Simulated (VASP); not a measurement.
Runs of VASP 6.6.1 on HfO2. The structure is that of space group Fm-3m (No. 225), or close to it. The cells are those of the table. 

| level | cell | k mesh | gap on the mesh (eV) | pressure (GPa) |
| --- | --- | --- | --- | --- |
| r2SCAN | a = 3.320 Å, angles 60.0°, 3 atoms | 8 × 8 × 8 | (a) | 89.9 |
| r2SCAN | a = 3.375 Å, angles 60.0°, 3 atoms | 8 × 8 × 8 | 4.83 | (c) |
| PBE | a = 3.617 Å, angles 60.0°, 3 atoms | 6 × 6 × 6 | 3.73 | -6.0 |
| r2SCAN | a = 3.428 Å, angles 60.0°, 3 atoms | 8 × 8 × 8 | 4.69 | 40.0 |
| r2SCAN | a = 3.577 Å, angles 60.0°, 3 atoms | 8 × 8 × 8 | 4.31 | (b) |

Alike in all rows: task single point; potentials or basis VASP PAW PBE potentials, release 64 (Hf_pv, O); no spin polarisation; cutoff (eV) 520; smearing gaussian 0.05 eV.

Fill in the values left out.

(a) 4.93; (b) -4.0; (c) 62.3.

Caveats: spin-orbit coupling is left out, which moves the levels of the heavy elements; the PAW data sets were made with another functional, which shifts forces and pressure a little (some runs).

A k mesh can miss the band edges, and the runs leave out spin-orbit coupling on Hf.
